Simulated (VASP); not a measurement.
# Ge (Cmcm) in VASP: notebook

Runs on Ge. Level: PBEsol. Tasks: vibrations by perturbation theory, elastic constants.

Program: VASP 6.6.1. These are calculated values, not measurements. Logs are shortened: lines on timing, memory, paths and dates and some standing lists are left out, and cuts for length are marked.

## 1. The cell of the first run

It takes space group Cmcm (No. 63, orthorhombic). Conventional cell: a = 2.976 Å, b = 5.189 Å, c = 4.728 Å, α = 90.00°, β = 90.00°, γ = 90.00°. Within 3.9 Å of Ge (site symmetry m2m) lie 12 Ge at 2.92 to 2.99 Å.

This isn't the form of Ge at room conditions, which is diamond.

## 2. Vibrations by perturbation theory, PBEsol

Input file INCAR:

```
SYSTEM = Ge
PREC = Accurate ; ENCUT = 520
EDIFF = 1E-8 ; ISMEAR = -1
SIGMA = 0.05 ; LREAL = .FALSE.
LASPH = .TRUE. ; NELM = 100
ALGO = Normal ; ISIF = 2
LWAVE = .FALSE. ; LCHARG = .FALSE.
GGA = PS ; IBRION = 8
NSW = 1
```

Input file KPOINTS:

```
regular mesh
0
G
  7 7 5
  0 0 0
```

Input file POSCAR:

```
Ge
1.0
    1.4880529250     -2.5946896100      0.0000000000
    1.4880529250      2.5946896100      0.0000000000
    0.0000000000      0.0000000000      4.7275957900
Ge
2
Direct
    0.3334466300      0.6665533700      0.2500000000
    0.6665533700      0.3334466300      0.7500000000
```

Potentials or basis: VASP PAW PBE potentials, release 64 (Ge_d).

On the command line:

```console
$ cat potpaw_PBE.64/Ge_d/POTCAR > POTCAR
$ mpirun -np 1 vasp_std > vasp.out
```

OUTCAR:

```text
SYSTEM = Ge
   PREC = Accurate
   ENCUT = 520
   EDIFF = 1E-8
   ISMEAR = -1
   LREAL = .FALSE.
   LASPH = .TRUE.
   NELM = 100
   ISIF = 2
   GGA = PS
   IBRION = 8
   NSW = 1

 ion  position               nearest neighbor table
   1  0.333  0.667  0.250-
   2  0.667  0.333  0.750-

  LATTYP: Found a base centered orthorhombic cell.
 ALAT       =     2.9761058500
 B/A-ratio  =     1.7436809984
 C/A-ratio  =     1.5885173540

  Lattice vectors:

 A1 = (   1.4880529250,  -2.5946896100,   0.0000000000)
 A2 = (   1.4880529250,   2.5946896100,   0.0000000000)
 A3 = (   0.0000000000,   0.0000000000,   4.7275957900)

Analysis of symmetry for initial positions (statically):
=====================================================================
 Subroutine PRICEL returns:
 Original cell was already a primitive cell.

 Routine SETGRP: Setting up the symmetry group for a
 base centered orthorhombic supercell.

 Subroutine GETGRP returns: Found  8 space group operations
 (whereof  4 operations were pure point group operations)
 out of a pool of  8 trial point group operations.

The static configuration has the point symmetry C_2h.
 The point group associated with its full space group is D_2h.

Analysis of symmetry for dynamics (positions and initial velocities):
=====================================================================
 Subroutine PRICEL returns:
 Original cell was already a primitive cell.

 Routine SETGRP: Setting up the symmetry group for a
 base centered orthorhombic supercell.

 Subroutine GETGRP returns: Found  8 space group operations
 (whereof  4 operations were pure point group operations)
 out of a pool of  8 trial point group operations.

The dynamic configuration has the point symmetry C_2h.
 The point group associated with its full space group is D_2h.

 Subroutine INISYM returns: Found  8 space group operations
 (whereof  4 operations are pure point group operations),
 and found     1 'primitive' translations

----------------------------------------------------------------------------------------

                                     Primitive cell

  volume of cell :      36.5068

  direct lattice vectors                    reciprocal lattice vectors
     1.488052925 -2.594689610  0.000000000     0.336009554 -0.192701277  0.000000000
     1.488052925  2.594689610  0.000000000     0.336009554  0.192701277  0.000000000
     0.000000000  0.000000000  4.727595790     0.000000000  0.000000000  0.211524006

  length of vectors
     2.991106096  2.991106096  4.727595790     0.387345069  0.387345069  0.211524006

  position of ions in fractional coordinates (direct lattice)
     0.333446630  0.666553370  0.250000000
     0.666553370  0.333446630  0.750000000

  ion indices of the primitive-cell ions
   primitive index   ion index
                 1           1
                 2           2

----------------------------------------------------------------------------------------

 KPOINTS: regular mesh

Automatic generation of k-mesh.
 Grid dimensions read from file:
 generate k-points for:    7    7    5

 Generating k-lattice:

  Cartesian coordinates                     Fractional coordinates (reciprocal lattice)
     0.048001365 -0.027528754  0.000000000     0.142857143  0.000000000  0.000000000
     0.048001365  0.027528754  0.000000000     0.000000000  0.142857143  0.000000000
     0.000000000  0.000000000  0.042304801     0.000000000  0.000000000  0.200000000

  Length of vectors
     0.055335010  0.055335010  0.042304801

  Shift w.r.t. Gamma in fractional coordinates (k-lattice)
     0.000000000  0.000000000  0.000000000

 Subroutine IBZKPT returns following result:
 ===========================================

 Found     48 irreducible k-points:

 Following reciprocal coordinates:
            Coordinates               Weight
  0.000000  0.000000  0.000000      1.000000
  0.142857  0.000000  0.000000      4.000000
  0.285714  0.000000  0.000000      4.000000
  0.428571  0.000000  0.000000      4.000000
  0.142857  0.142857  0.000000      2.000000
  0.285714  0.142857  0.000000      4.000000
[... 16 lines left out ...]
  0.428571  0.142857  0.200000      8.000000
 -0.428571  0.142857  0.200000      8.000000
 [... further k-points ...]
[... 18 lines left out ...]
   EDIFF  = 0.1E-07   stopping-criterion for ELM
   LREAL  =      F    real-space projection
   EDIFFG = 0.1E-06   stopping-criterion for IOM
   NSW    =      1    number of steps for IOM
   IBRION =      8    ionic relax: 0-MD 1-quasi-New 2-CG
   NFREE  =      0    steps in history (QN), initial steepest desc. (CG)
   ISIF   =      2    stress and relaxation
   ISYM   =      2    0-nonsym 1-usesym 2-fastsym
   POTIM  = 0.5000    time-step for ionic-motion
   TEBEG  =    0.0;   TEEND  =   0.0 temperature during run
   PSTRESS=    0.0 pullay stress
   NELECT =      28.0000    total number of electrons
   NUPDOWN=      -1.0000    fix difference up-down
   EMIN   =  10.00;   EMAX   =-10.00  energy-range for DOS
   EFERMI =   0.00;   METHOD = LEGACY
   ISMEAR =    -1;   SIGMA  =   0.05  broadening in eV -4-tet -1-fermi 0-gaus
   EFERMI_NEDOS =   21; number of points for ismear=-14 and -15
   IALGO  =     38    algorithm
   IMIX   =      4    mixing-type and parameters
     AMIX     =   0.40;   BMIX     =  1.00
     AMIX_MAG =   1.60;   BMIX_MAG =  1.00
  volume/ion in A,a.u.               =      18.25       123.18
  Fermi-wavevector in a.u.,A,eV,Ry     =   1.498544  2.831837 30.553703  2.245634
  Thomas-Fermi vector in A             =   2.610289
   LORBIT       =      0    0 simple, 1 ext, 2 COOP (PROOUT), +10 PAW based schemes
   GGA     = PS    functional components
   LHFCALC =     F    Hartree Fock is set to
   AEXX    =    0.0000 exact exchange contribution
   IVDW    =     0    specifies the selected vdW correction
   LEPSILON=     F    determine dielectric tensor
   LRPA    =     F    only Hartree local field effects (RPA)
 non-spin polarized calculation
  energy-cutoff  :      520.00
  volume of cell :       36.51
 maximum number of plane-waves:      1007
 NGX is ok and might be reduce to    24
   NGX = 11   NGY = 11   NGZ = 17

--------------------------------------- Ionic step        1  -------------------------------------------

 number of electron      28.0000012 magnetization

 Free energy of the ion-electron system (eV)
  ---------------------------------------------------
  ext. energy  EPLUGINS =         0.00000000
  ---------------------------------------------------
  free energy    TOTEN  =        -9.27912369 eV

  energy without entropy =       -9.27216864  energy(sigma->0) =       -9.27564617

 E-fermi :   6.9856     XC(G=0): -11.6053

 val. band max:        6.9551452521   @ k =   0.4286   0.1429   0.0000
 cond. band min:       7.0145886919   @ k =   0.4286   0.4286   0.0000
 fundamental gap:      0.0594434398
 Fermi energy:         6.9855504839

 k-point     1 :       0.0000    0.0000    0.0000
  band No.  band energies     occupation
      1     -17.6564      2.00000
      2     -17.6439      2.00000
      3     -17.6438      2.00000
      4     -17.6401      2.00000
      5     -17.6346      2.00000
      6     -17.6313      2.00000
[... 481 lines left out ...]
      5     -17.6141      2.00000
      6     -17.5937      2.00000
[... 10 lines left out ...]
     17      10.8601      0.00000
     18      12.8543      0.00000

 [... further k-points ...]

------------------------ aborting loop because EDIFF is reached ----------------------------------------

  FORCE on cell =-STRESS in cart. coord.  units (eV):
  Direction    XX          YY          ZZ          XY          YZ          ZX
  --------------------------------------------------------------------------------------
  -------------------------------------------------------------------------------------
  Total        0.1313498      0.0302765      0.1405825      0.0000000      0.0000000      0.0000000
  in kB        5.7645559      1.3287463      6.1697521      0.0000000      0.0000000      0.0000000
  external PRESSURE =       4.4210181 kB  Pullay stress =       0.0000000 kB

 VOLUME and BASIS-vectors are now :
 -----------------------------------------------------------------------------
  energy-cutoff  :      520.00
  volume of cell :       36.51
      direct lattice vectors                 reciprocal lattice vectors
     1.488052925 -2.594689610  0.000000000     0.336009554 -0.192701277  0.000000000
     1.488052925  2.594689610  0.000000000     0.336009554  0.192701277  0.000000000
     0.000000000  0.000000000  4.727595790     0.000000000  0.000000000  0.211524006

 POSITION                                       TOTAL-FORCE (eV/Angst)
 -----------------------------------------------------------------------------------
      1.48805      0.86431      1.18190         0.000000     -0.003212     -0.000000
      1.48805     -0.86431      3.54570         0.000000      0.003212      0.000000
 -----------------------------------------------------------------------------------
    total drift:                                0.000000     -0.000000      0.000000

  FREE ENERGIE OF THE ION-ELECTRON SYSTEM (eV)
  ---------------------------------------------------
  free  energy   TOTEN  =        -9.2791236928 eV

  energy  without entropy=       -9.2721686410  energy(sigma->0) =       -9.27564617

[... ionic steps 2 to 3 ...]

--------------------------------------- Ionic step        4  -------------------------------------------

------------------------ aborting loop because EDIFF is reached ----------------------------------------

--------------------------------------- Ionic step        5  -------------------------------------------

------------------------ aborting loop because EDIFF is reached ----------------------------------------

--------------------------------------- Ionic step        6  -------------------------------------------

 Free energy of the ion-electron system (eV)
  ---------------------------------------------------
  ---------------------------------------------------
  free energy    TOTEN  =        -0.20785412 eV

  energy without entropy =       -0.20785412

------------------------ aborting loop because EDIFF is reached ----------------------------------------

 INTERNAL STRAIN TENSOR  FOR ION    1  DIRECTION 3   (eV/Angst):
 -----------------------------------------------------------------------------
    -0.00847  0.00000  0.00000
     0.00000 -0.00772 -0.08232
     0.00000 -0.08318  0.01572

 INTERNAL STRAIN TENSOR FOR ION    2 for displacements in x,y,z  (eV/Angst):
          X           Y           Z          XY          YZ          ZX
  --------------------------------------------------------------------------------
  x     0.00000     0.00000     0.00000    -0.48342     0.00000     0.00000
  y    -0.66735     0.41915     0.12020     0.00000     0.00000     0.00000
  z     0.00000     0.00000     0.00000     0.00000     0.08318     0.00000

 SECOND DERIVATIVES (NOT SYMMETRIZED)
 ------------------------------------
               1X          1Y          1Z          2X          2Y          2Z
  1X    -0.327325    0.000000    0.000000    0.327325    0.000000    0.000000
  1Y     0.000000   -0.385969    0.000000    0.000000    0.385969    0.000000
  1Z     0.000000    0.000000   -3.121098    0.000000    0.000000    3.121098
  2X     0.327325    0.000000    0.000000   -0.327325    0.000000    0.000000
  2Y     0.000000    0.385969    0.000000    0.000000   -0.385969    0.000000
  2Z     0.000000    0.000000    3.121098    0.000000    0.000000   -3.121098

 Eigenvectors and eigenvalues of the dynamical matrix
 ----------------------------------------------------

   1 f  =    4.583753 THz    28.800570 2PiTHz  152.897546 cm-1    18.956871 meV
             X         Y         Z           dx          dy          dz
      1.488053  0.864309  1.181899     0.000000    0.000000   -0.707107
      1.488053 -0.864309  3.545697     0.000000    0.000000    0.707107
[... 16 lines left out ...]
   5 f  =    0.000000 THz     0.000000 2PiTHz    0.000000 cm-1     0.000000 meV
             X         Y         Z           dx          dy          dz
      1.488053  0.864309  1.181899     0.000000    0.000000    0.707107
      1.488053 -0.864309  3.545697     0.000000    0.000000    0.707107

   6 f/i=    0.000000 THz     0.000000 2PiTHz    0.000000 cm-1     0.000000 meV
             X         Y         Z           dx          dy          dz
      1.488053  0.864309  1.181899     0.000000   -0.707107    0.000000
      1.488053 -0.864309  3.545697     0.000000   -0.707107    0.000000

--------------------------------------------------------------------------------------------------------

 ELASTIC MODULI CONTR FROM IONIC RELAXATION (kBar)
 Direction    XX          YY          ZZ          XY          YZ          ZX
 --------------------------------------------------------------------------------
 XX         -50.6392     31.8055      9.1207      0.0000      0.0000      0.0000
 YY          31.8055    -19.9764     -5.7285      0.0000      0.0000      0.0000
 ZZ           9.1207     -5.7285     -1.6427      0.0000      0.0000      0.0000
 XY           0.0000      0.0000      0.0000    -31.3330      0.0000      0.0000
 YZ           0.0000      0.0000      0.0000      0.0000     -0.0973      0.0000
 ZX           0.0000      0.0000      0.0000      0.0000      0.0000      0.0000
 --------------------------------------------------------------------------------
```

Wall time 79 s (1 thread of Intel Xeon 6975P-C (Granite Rapids), shared host); peak memory 0.23 GiB.

What came out:

- Highest phonon frequency at Γ: 153 cm⁻¹

Phonon frequencies in cm⁻¹ (negative: imaginary):
| q point | frequencies |
| --- | --- |
| (0.000, 0.000, 0.000) | 0 0 0 50 54 153 |

Caveat: the PAW data sets were made with another functional, which shifts forces and pressure a little.

## 3. Elastic constants, PBEsol

Input file INCAR:

```
SYSTEM = Ge
  ALGO = Normal
  EDIFF = 1E-8
  ENCUT = 600
  GGA = PS
  IBRION = 6
  ISIF = 3
  ISMEAR = -1
  LASPH = .TRUE.
  LCHARG = .TRUE.
  LREAL = .FALSE.
  LWAVE = .FALSE.
  NBANDS = 21
  NELM = 60
  NFREE = 2
  NSW = 1
  POTIM = 0.015
  PREC = Accurate
  SIGMA = 0.05
```

Input file KPOINTS:

```
k-points
0
G
  7 7 5
  0 0 0
```

POSCAR is that of step 2.

Potentials or basis: VASP PAW PBE potentials, release 64 (Ge_d).

On the command line:

```console
$ cat potpaw_PBE.64/Ge_d/POTCAR > POTCAR
$ mpirun -np 1 vasp_std > vasp.out
```

It took 3.5 min on 1 thread of Intel Xeon 6975P-C (Granite Rapids), shared host; peak memory 0.27 GiB.

Results (log left out):

```yaml
Voigt_bulk_modulus: 75 GPa
Highest_phonon_frequency_at_Γ: 152 cm⁻¹
```

Phonon frequencies in cm⁻¹ (negative: imaginary):
```csv
q point,frequencies
"(0.000, 0.000, 0.000)",0 0 0 50 53 152
```

Elastic tensor in Voigt notation (GPa, in the Cartesian axes of the cell as first typed):
```
108  75  59   0   0   0
 75 134  29   0   0   0
 59  29 109   0   0   0
  0   0   0  20   0   0
  0   0   0   0  11   0
  0   0   0   0   0  38
```

Clamped-ion elastic tensor (GPa):
```
112  70  57   0   0   0
 70 138  31   0   0   0
 57  31 110   0   0   0
  0   0   0  20   0   0
  0   0   0   0  11   0
  0   0   0   0   0  40
```

Caveat: the PAW data sets were made with another functional, which shifts forces and pressure a little.
